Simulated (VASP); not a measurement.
Ga4As3P, 8 atoms in the cell. Symmetry: P-43m, No. 215, cubic system. Conventional cell: a = 5.683 Å, b = 5.683 Å, c = 5.683 Å, α = 90.00°, β = 90.00°, γ = 90.00°. Within 3.2 Å of P (site symmetry -43m) lie 4 Ga at 2.42 Å. Within 3.2 Å of Ga (site symmetry 3m) lie 1 P at 2.42 Å and 3 As at 2.48 Å. Within 3.3 Å of As (site symmetry -42m) lie 4 Ga at 2.48 Å. 

| Item | Value |
| --- | --- |
| Program | VASP 6.6.1 |
| Task | relaxation of cell and atoms |
| Functional | r2SCAN |
| Potentials or basis | VASP PAW PBE potentials, release 64 (P, Ga_d, As) |
| Cutoff | 600 eV |
| k mesh | 4 × 4 × 4 |
| Occupations | fermi-dirac, width 0.02 eV |
| Spin | no spin polarisation |
| Dipole correction | no |
| Further INCAR settings | ALGO = Normal; EDIFF = 1e-06; IBRION = 2; EDIFFG = -0.005; NSW = 80; ISIF = 3 |

Potentials or basis: VASP PAW PBE potentials, release 64 (P, Ga_d, As).

Launch:

```sh
$ cat potpaw_PBE.64/P/POTCAR potpaw_PBE.64/Ga_d/POTCAR potpaw_PBE.64/As/POTCAR > POTCAR
$ cp INCAR.step1 INCAR
$ mpirun -np 1 vasp_std > vasp.out
$ cp INCAR.step2 INCAR
$ mpirun -np 1 vasp_std > vasp.out
```

Hardware: 1 thread of Intel(R) Xeon(R) Platinum 8488C (Sapphire Rapids) (shared host).

Task: How long does it take, and how much memory?

Result: Wall time 25 min on 1 thread of Intel(R) Xeon(R) Platinum 8488C (Sapphire Rapids), on a shared host, peak memory 0.42 GiB. Counts: k points 10, ion steps 7.
